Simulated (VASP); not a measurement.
Write the native input for VASP 6.6.1 that does the following.

- Task: single point
- Functional: PBE
- Potentials or basis: VASP PAW PBE potentials, release 64 (Li_sv, O)
- Cutoff: 750 eV
- k mesh: 4 × 4 × 4
- Occupations: tetrahedron
- Spin: no spin polarisation
- Dipole correction: no
- Further INCAR settings: ALGO = Normal; EDIFF = 1e-06; NBANDS = 13

The structure of Li2O lies in POSCAR:

```
Li2O
1.0
    0.0000000000      2.3268543819      2.3268543819
    2.3268543819      0.0000000000      2.3268543819
    2.3268543819      2.3268543819      0.0000000000
Li O
2 1
Direct
    0.7500000000      0.7500000000      0.7500000000
    0.2500000000      0.2500000000      0.2500000000
    0.0000000000      0.0000000000      0.0000000000
```

These files were run (other wordings do the same):

INCAR

```
PREC = Accurate
ENCUT = 750
EDIFF = 1E-6
ISMEAR = -4
SIGMA = 0.1
LREAL = F
LASPH = T
NELM = 120
ALGO = Normal
ISIF = 2
LWAVE = F
LCHARG = F
GGA = PE
NBANDS = 13
GGA_COMPAT = F
```

KPOINTS

```
Automatic mesh
0
Gamma
  4 4 4
```

Potentials or basis: VASP PAW PBE potentials, release 64 (Li_sv, O).

Run with:

```console
$ cat potpaw_PBE.64/Li_sv/POTCAR potpaw_PBE.64/O/POTCAR > POTCAR
$ mpirun -np 1 vasp_std > vasp.out
```

It gave:

```yaml
Pressure: -1.7 GPa
Band_gap_on_the_k_mesh: 4.93 eV, indirect (least direct gap 5.10 eV)
```

Caveat: the k points lie up to 0.58 Å⁻¹ apart.

Wall time 8.6 s on 1 thread of Intel(R) Xeon(R) Platinum 8259CL CPU @ 2.50GHz (Skylake/Cascade Lake) (shared host), peak memory 0.15 GiB.
